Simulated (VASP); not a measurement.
# GaAs (F-43m) in VASP: a series of runs

The runs below take GaAs through relaxation of cell and atoms, with LDA, RPBE+D3(BJ).

Everything below comes from runs of VASP 6.6.1. Logs are shortened: lines on timing, memory, paths and dates and some standing lists are left out, and cuts for length are marked.

**1. The cell of the first run**

It takes space group F-43m (No. 216, cubic). Conventional cell: a = 5.654 Å, b = 5.654 Å, c = 5.654 Å, α = 90.00°, β = 90.00°, γ = 90.00°. As (site symmetry -43m) has 4 Ga at 2.45 Å within 3.2 Å. Ga (site symmetry -43m) has 4 As at 2.45 Å within 3.2 Å.

**2. Relaxation of cell and atoms, LDA**

Input file INCAR:

```
SYSTEM = GaAs
PREC = Accurate
ENCUT = 600
EDIFF = 1E-6
ISMEAR = -1
SIGMA = 0.05
LREAL = .FALSE.
LASPH = .TRUE.
NELM = 100
ALGO = Normal
ISIF = 3
LWAVE = .FALSE.
LCHARG = .FALSE.
IBRION = 2
NSW = 80
EDIFFG = -0.02
```

Input file KPOINTS:

```
Automatic mesh
0
G
  8 8 8
  0 0 0
```

Input file POSCAR:

```
GaAs
1.0
    0.0000000000      2.8268500000      2.8268500000
    2.8268500000      0.0000000000      2.8268500000
    2.8268500000      2.8268500000      0.0000000000
As Ga
1 1
Direct
    0.7500000000      0.7500000000      0.7500000000
    0.0000000000      0.0000000000      0.0000000000
```

Potentials or basis: VASP PAW LDA potentials, release 64 (As, Ga_d).

The run is started by

```bash
> cat potpaw_LDA.64/As/POTCAR potpaw_LDA.64/Ga_d/POTCAR > POTCAR
> mpirun -np 1 vasp_std > vasp.out
```

OUTCAR:

```text
SYSTEM = GaAs
   PREC = Accurate
   ENCUT = 600
   EDIFF = 1E-6
   ISMEAR = -1
   LREAL = .FALSE.
   LASPH = .TRUE.
   NELM = 100
   ISIF = 3
   IBRION = 2
   NSW = 80
   EDIFFG = -0.02

 ion  position               nearest neighbor table
   1  0.750  0.750  0.750-   2 2.45   2 2.45   2 2.45   2 2.45
   2  0.000  0.000  0.000-   1 2.45   1 2.45   1 2.45   1 2.45

  LATTYP: Found a face centered cubic cell.
 ALAT       =     5.6537000000

  Lattice vectors:

 A1 = (   0.0000000000,   2.8268500000,   2.8268500000)
 A2 = (   2.8268500000,   0.0000000000,   2.8268500000)
 A3 = (   2.8268500000,   2.8268500000,   0.0000000000)

Analysis of symmetry for initial positions (statically):
=====================================================================
 Subroutine PRICEL returns:
 Original cell was already a primitive cell.

 Routine SETGRP: Setting up the symmetry group for a
 face centered cubic supercell.

 Subroutine GETGRP returns: Found 24 space group operations
 (whereof 24 operations were pure point group operations)
 out of a pool of 48 trial point group operations.

The static configuration has the point symmetry T_d .

Analysis of symmetry for dynamics (positions and initial velocities):
=====================================================================
 Subroutine PRICEL returns:
 Original cell was already a primitive cell.

 Routine SETGRP: Setting up the symmetry group for a
 face centered cubic supercell.

 Subroutine GETGRP returns: Found 24 space group operations
 (whereof 24 operations were pure point group operations)
 out of a pool of 48 trial point group operations.

The dynamic configuration has the point symmetry T_d .

 Subroutine INISYM returns: Found 24 space group operations
 (whereof 24 operations are pure point group operations),
 and found     1 'primitive' translations

----------------------------------------------------------------------------------------

                                     Primitive cell

  volume of cell :      45.1792

  direct lattice vectors                    reciprocal lattice vectors
     0.000000000  2.826850000  2.826850000    -0.176875321  0.176875321  0.176875321
     2.826850000  0.000000000  2.826850000     0.176875321 -0.176875321  0.176875321
     2.826850000  2.826850000  0.000000000     0.176875321  0.176875321 -0.176875321

  length of vectors
     3.997769609  3.997769609  3.997769609     0.306357042  0.306357042  0.306357042

  position of ions in fractional coordinates (direct lattice)
     0.750000000  0.750000000  0.750000000
     0.000000000  0.000000000  0.000000000

  ion indices of the primitive-cell ions
   primitive index   ion index
                 1           1
                 2           2

----------------------------------------------------------------------------------------

 KPOINTS: Automatic mesh

Automatic generation of k-mesh.
 Grid dimensions read from file:
 generate k-points for:    8    8    8

 Generating k-lattice:

  Cartesian coordinates                     Fractional coordinates (reciprocal lattice)
    -0.022109415  0.022109415  0.022109415     0.125000000  0.000000000  0.000000000
     0.022109415 -0.022109415  0.022109415     0.000000000  0.125000000  0.000000000
     0.022109415  0.022109415 -0.022109415     0.000000000  0.000000000  0.125000000

  Length of vectors
     0.038294630  0.038294630  0.038294630

  Shift w.r.t. Gamma in fractional coordinates (k-lattice)
     0.000000000  0.000000000  0.000000000

 Subroutine IBZKPT returns following result:
 ===========================================

 Found     29 irreducible k-points:

 Following reciprocal coordinates:
            Coordinates               Weight
  0.000000  0.000000  0.000000      1.000000
  0.125000  0.000000  0.000000      8.000000
  0.250000  0.000000  0.000000      8.000000
  0.375000  0.000000  0.000000      8.000000
  0.500000  0.000000  0.000000      4.000000
  0.125000  0.125000  0.000000      6.000000
[... 16 lines left out ...]
  0.500000  0.250000  0.125000     48.000000
 -0.375000  0.250000  0.125000     24.000000
 [... further k-points ...]
   k-points           NKPTS =     29   k-points in BZ     NKDIM =     29   number of bands    NBANDS=     13
   number of dos      NEDOS =    301   number of ions     NIONS =      2
   total plane-waves  NPLWV =  32768
   dimension x,y,z NGX =    32 NGY =   32 NGZ =   32
   dimension x,y,z NGXF=    64 NGYF=   64 NGZF=   64
   ions per type =               1   1
   NGX,Y,Z   is equivalent  to a cutoff of  13.31, 13.31, 13.31 a.u.
   NGXF,Y,Z  is equivalent  to a cutoff of  26.61, 26.61, 26.61 a.u.
 SYSTEM =  GaAs
   PREC   = accura    normal or accurate (medium, high low for compatibility)
   ISTART =      0    job   : 0-new  1-cont  2-samecut
   ICHARG =      2    charge: 1-file 2-atom 10-const
   ISPIN  =      1    spin polarized calculation?
   LNONCOLLINEAR =      F non collinear calculations
   LSORBIT =      F    spin-orbit coupling
   LASPH  =      T    aspherical Exc in radial PAW
   ENCUT  =  600.0 eV  44.10 Ry    6.64 a.u.   7.98  7.98  7.98*2*pi/ulx,y,z
   NELM   =    100;   NELMIN=  2; NELMDL= -5     # of ELM steps
   EDIFF  = 0.1E-05   stopping-criterion for ELM
   LREAL  =      F    real-space projection
   EDIFFG = -.2E-01   stopping-criterion for IOM
   NSW    =     80    number of steps for IOM
   IBRION =      2    ionic relax: 0-MD 1-quasi-New 2-CG
   NFREE  =      1    steps in history (QN), initial steepest desc. (CG)
   ISIF   =      3    stress and relaxation
   ISYM   =      2    0-nonsym 1-usesym 2-fastsym
   POTIM  = 0.5000    time-step for ionic-motion
   TEBEG  =    0.0;   TEEND  =   0.0 temperature during run
   PSTRESS=    0.0 pullay stress
   NELECT =      18.0000    total number of electrons
   NUPDOWN=      -1.0000    fix difference up-down
   EMIN   =  10.00;   EMAX   =-10.00  energy-range for DOS
   EFERMI =   0.00;   METHOD = LEGACY
   ISMEAR =    -1;   SIGMA  =   0.05  broadening in eV -4-tet -1-fermi 0-gaus
   EFERMI_NEDOS =   21; number of points for ismear=-14 and -15
   IALGO  =     38    algorithm
   IMIX   =      4    mixing-type and parameters
     AMIX     =   0.40;   BMIX     =  1.00
     AMIX_MAG =   1.60;   BMIX_MAG =  1.00
  volume/ion in A,a.u.               =      22.59       152.44
  Fermi-wavevector in a.u.,A,eV,Ry     =   1.204628  2.276417 19.743799  1.451128
  Thomas-Fermi vector in A             =   2.340347
   LORBIT       =      0    0 simple, 1 ext, 2 COOP (PROOUT), +10 PAW based schemes
   GGA     = CA    functional components
   LHFCALC =     F    Hartree Fock is set to
   AEXX    =    0.0000 exact exchange contribution
   IVDW    =     0    specifies the selected vdW correction
   LEPSILON=     F    determine dielectric tensor
   LRPA    =     F    only Hartree local field effects (RPA)
 conjugate gradient relaxation of ions
 non-spin polarized calculation
  energy-cutoff  :      600.00
  volume of cell :       45.18
 maximum number of plane-waves:      1540
   NGX = 15   NGY = 15   NGZ = 15

--------------------------------------- Ionic step        1  -------------------------------------------

 number of electron      18.0000011 magnetization

 Free energy of the ion-electron system (eV)
  ---------------------------------------------------
  ext. energy  EPLUGINS =         0.00000000
  ---------------------------------------------------
  free energy    TOTEN  =        -9.63165808 eV

  energy without entropy =       -9.63154903  energy(sigma->0) =       -9.63160355

 E-fermi :   3.9978     XC(G=0):  -9.9120

 val. band max:        3.8021618711   @ k =   0.0000   0.0000   0.0000
 cond. band min:       4.1333448872   @ k =   0.0000   0.0000   0.0000
 fundamental gap:      0.3311830161
 Fermi energy:         3.9978155026

 k-point     1 :       0.0000    0.0000    0.0000
  band No.  band energies     occupation
      1     -11.1288      2.00000
      2     -11.1288      2.00000
      3     -11.1288      2.00000
      4     -11.0508      2.00000
      5     -11.0508      2.00000
      6      -8.9623      2.00000
      7       3.8022      1.96082
      8       3.8022      1.96082
      9       3.8022      1.96082
     10       4.1333      0.12470
     11       7.4744      0.00000
     12       7.4744      0.00000
     13       7.4744      0.00000
[... 819 lines left out ...]
 POSITION                                       TOTAL-FORCE (eV/Angst)
 -----------------------------------------------------------------------------------
      4.19283      4.19283      4.19283         0.000000      0.000000      0.000000
      5.59043      2.79522      2.79522        -0.000000     -0.000000     -0.000000
 -----------------------------------------------------------------------------------
    total drift:                               -0.000000     -0.000000     -0.000000

  FREE ENERGIE OF THE ION-ELECTRON SYSTEM (eV)
  ---------------------------------------------------
  free  energy   TOTEN  =        -9.6359048420 eV

  energy  without entropy=       -9.6358912760  energy(sigma->0) =       -9.63589806

--------------------------------------- Ionic step        3  -------------------------------------------

 number of electron      18.0000006 magnetization

 Free energy of the ion-electron system (eV)
  ---------------------------------------------------
  ext. energy  EPLUGINS =         0.00000000
  ---------------------------------------------------
  free energy    TOTEN  =        -9.63706246 eV

  energy without entropy =       -9.63703548  energy(sigma->0) =       -9.63704897

 E-fermi :   4.3084     XC(G=0): -10.0144

 val. band max:        4.0263160372   @ k =   0.0000   0.0000   0.0000
 cond. band min:       4.5326826328   @ k =   0.0000   0.0000   0.0000
 fundamental gap:      0.5063665956
 Fermi energy:         4.3083604202

 k-point     1 :       0.0000    0.0000    0.0000
  band No.  band energies     occupation
      1     -10.9488      2.00000
      2     -10.9488      2.00000
      3     -10.9488      2.00000
      4     -10.8650      2.00000
      5     -10.8650      2.00000
      6      -8.9068      2.00000
      7       4.0263      1.99293
      8       4.0263      1.99293
      9       4.0263      1.99293
     10       4.5327      0.02227
     11       7.7042      0.00000
     12       7.7042      0.00000
     13       7.7042      0.00000
[... 390 lines left out ...]
 POSITION                                       TOTAL-FORCE (eV/Angst)
 -----------------------------------------------------------------------------------
      4.20765      4.20765      4.20765        -0.000000     -0.000000     -0.000000
     -0.00000      0.00000      0.00000         0.000000      0.000000      0.000000
 -----------------------------------------------------------------------------------
    total drift:                               -0.000000     -0.000000     -0.000000

  FREE ENERGIE OF THE ION-ELECTRON SYSTEM (eV)
  ---------------------------------------------------
  free  energy   TOTEN  =        -9.6370624563 eV

  energy  without entropy=       -9.6370354802  energy(sigma->0) =       -9.63704897

 reached required accuracy - stopping structural energy minimisation
```

Run time: 14 s. Hardware: 1 thread of Intel Xeon 6975P-C (Granite Rapids), shared host; peak memory 0.17 GiB.

What came out:

```
Free energy                            : -9.6371 eV
Relaxed volume                         : 22.07 Å³/atom
Relaxed cell                           : a = 3.967 Å, b = 3.967 Å, c = 3.967 Å, α = 60.00°, β = 60.00°, γ = 60.00°
Space group after relaxing (to 0.05 Å) : F-43m (No. 216)
Energy gained by relaxing              : 2.7 meV/atom
Ionic steps                            : 3
Pressure after relaxing                : 0.0 GPa
Band gap on the k mesh                 : 0.51 eV, direct
```

The path:
```csv
step,energy change (eV),largest force (eV/Å),pressure (GPa),volume (Å³)
1,0.0000,0.0000,-1.65,45.18
2,-0.0042,0.0000,0.77,43.68
3,-0.0054,0.0000,0.01,44.14
```

Final structure:
```xyz
2
Lattice="0.0000 2.8051 2.8051 2.8051 0.0000 2.8051 2.8051 2.8051 0.0000" Properties=species:S:1:pos:R:3 pbc="T T T"
As    4.2076    4.2076    4.2076
Ga    0.0000    0.0000    0.0000
```

Levels at points of the mesh, in eV from the valence-band top:
| k point | band 7 | band 8 | band 9 | band 10 | band 11 | band 12 |
| --- | --- | --- | --- | --- | --- | --- |
| (0.00, 0.00, 0.00) | 0.00 | 0.00 | 0.00 | 0.51 | 3.68 | 3.68 |
| (0.50, 0.00, 0.00) | -6.82 | -1.18 | -1.18 | 0.93 | 4.59 | 4.59 |
| (0.50, 0.50, 0.00) | -6.98 | -2.77 | -2.77 | 1.30 | 1.54 | 10.23 |

**3. Relaxation of cell and atoms, RPBE+D3(BJ)**

Input file INCAR:

```
PREC     = Accurate       # precision mode
ENCUT    = 600            # plane-wave cutoff, eV
EDIFF    = 1E-6           # SCF threshold, eV
ISMEAR   = -1             # smearing method
SIGMA    = 0.05           # smearing width, eV
LREAL    = False          # projectors in reciprocal space
LASPH    = True           # aspherical terms in the spheres
NELM     = 80             # most SCF steps
ALGO     = Normal         # electronic algorithm
ISIF     = 3              # what is computed and relaxed
LWAVE    = False          # write WAVECAR
LCHARG   = False          # write CHGCAR
GGA      = RP             # functional
IVDW     = 12             # dispersion correction
IBRION   = 2              # ionic algorithm
NSW      = 80             # ionic steps
EDIFFG   = -0.005         # ionic threshold
```

Input file KPOINTS:

```
Automatic mesh
0
Gamma
  8 8 8
```

POSCAR is that of step 2.

Potentials or basis: VASP PAW PBE potentials, release 64 (As, Ga_d).

The run is started by

```bash
> cat potpaw_PBE.64/As/POTCAR potpaw_PBE.64/Ga_d/POTCAR > POTCAR
> mpirun -np 1 vasp_std > vasp.out
```

It took 19 s on 1 thread of Intel Xeon 6975P-C (Granite Rapids), shared host; peak memory 0.2 GiB.

It converged, with:

* Free energy: -10.3689 eV
* Relaxed volume: 20.79 Å³/atom
* Relaxed cell: a = 3.889 Å, b = 3.889 Å, c = 3.889 Å, α = 60.00°, β = 60.00°, γ = 60.00°
* Space group after relaxing (to 0.05 Å): F-43m (No. 216)
* Energy gained by relaxing: 33.8 meV/atom
* Ionic steps: 3
* Pressure after relaxing: 0.0 GPa
* Band gap on the k mesh: 1.29 eV, direct
* Dispersion energy per atom: -1.517 eV

Step by step:
| step | energy change (eV) | largest force (eV/Å) | pressure (GPa) | volume (Å³) |
| --- | --- | --- | --- | --- |
| 1 | 0.0000 | 0.0000 | -5.59 | 45.18 |
| 2 | -0.0556 | 0.0000 | 2.91 | 40.22 |
| 3 | -0.0677 | 0.0000 | 0.03 | 41.58 |

Final structure:
```
As Ga
1.0
     0.00000    2.74974    2.74974
     2.74974    0.00000    2.74974
     2.74974    2.74974    0.00000
As Ga
1 1
Direct
  0.75000 0.75000 0.75000
  0.00000 0.00000 0.00000
```

Levels at points of the mesh, in eV from the valence-band top:
| k point | band 5 | band 6 | band 7 | band 8 | band 9 | band 10 | band 11 | band 12 | band 13 |
| --- | --- | --- | --- | --- | --- | --- | --- | --- | --- |
| (0.00, 0.00, 0.00) | -14.88 | -13.32 | 0.00 | 0.00 | 0.00 | 1.29 | 3.77 | 3.77 | 3.77 |
| (0.50, 0.00, 0.00) | -14.87 | -11.29 | -7.08 | -1.27 | -1.27 | 1.33 | 4.68 | 4.68 | 7.96 |
| (0.50, 0.50, 0.00) | -14.86 | -10.44 | -7.19 | -2.98 | -2.98 | 1.38 | 1.66 | 10.89 | 10.89 |

Caveat: the PAW data sets were made with another functional, which shifts forces and pressure a little.
